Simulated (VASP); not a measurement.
CdSe, 2 atoms in the cell. The structure is cubic, space group F-43m (No. 216). The conventional cell has a = 6.121 Å, b = 6.121 Å, c = 6.121 Å, α = 90.00°, β = 90.00°, γ = 90.00°. Within 3.5 Å of Cd (site symmetry -43m) lie 4 Se at 2.65 Å. Se (site symmetry -43m) has 4 Cd at 2.65 Å within 3.5 Å. 

```yaml
Program: VASP 6.6.1
Task: single point
Functional: PBE
Dispersion: D3(BJ)
Potentials_or_basis: VASP PAW PBE potentials, release 64 (Cd, Se)
Cutoff: 520 eV
k_mesh: 8 × 8 × 8
Occupations: tetrahedron
Spin: collinear spin
Starting_moments: "[0.29, 0.0] μB"
Dipole_correction: no
Further_INCAR_settings: ALGO = Normal; EDIFF = 1e-07; NBANDS = 20
```

Potentials or basis: VASP PAW PBE potentials, release 64 (Cd, Se).

Run with:

```bash
$ cat potpaw_PBE.64/Cd/POTCAR potpaw_PBE.64/Se/POTCAR > POTCAR
$ mpirun -np 1 vasp_std > vasp.out
```

Hardware: 1 thread of Intel Xeon 8259CL (shared host).

Estimate the wall time of this run.

It took 71 s on 1 thread of Intel Xeon 8259CL, with other jobs on the host, peak memory 0.24 GiB. Counts: scf iterations 16, k points 29.
